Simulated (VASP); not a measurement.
A run of VASP 6.6.1 is set up as follows.

File INCAR:

```
SYSTEM = NaCl
PREC = Accurate ; ENCUT = 520
EDIFF = 1E-7 ; ISMEAR = 0
SIGMA = 0.05 ; LREAL = .False.
LASPH = .True. ; NELM = 80
ALGO = Normal ; ISIF = 2
LWAVE = .False. ; LCHARG = .False.
GGA = PS ; NBANDS = 14
```

File KPOINTS:

```
regular mesh
0
Gamma
  8 8 8
  0 0 0
```

The input POSCAR:

```
NaCl
1.0
    0.0000000000      2.9733375000      2.8317500000
    2.6901625000      0.0000000000      2.8317500000
    2.6901625000      2.9733375000      0.0000000000
Na Cl
1 1
Direct
    0.0000000000      0.0000000000      0.0000000000
    0.5000000000      0.5000000000      0.5000000000
```

Potentials or basis: VASP PAW PBE potentials, release 64 (Na_pv, Cl).

Command:

```console
$ cat potpaw_PBE.64/Na_pv/POTCAR potpaw_PBE.64/Cl/POTCAR > POTCAR
$ mpirun -np 1 vasp_std > vasp.out
```

**Question.** Estimate the pressure.

**Answer.** -0.2 GPa.

**Question.** Estimate the band gap on the k mesh.

**Answer.** 4.88 eV, direct.

Stress tensor (GPa, compression positive):
```
 1.91  0.00  0.00
 0.00 -2.00  0.00
 0.00  0.00 -0.65
```

Caveat: the cell differs from its parent crystal (strain -0.0500 x Voigt [1, -1, 0, 0, 0, 0]); the PAW data sets were made with another functional, which shifts forces and pressure a little. A k mesh can miss the band edges.
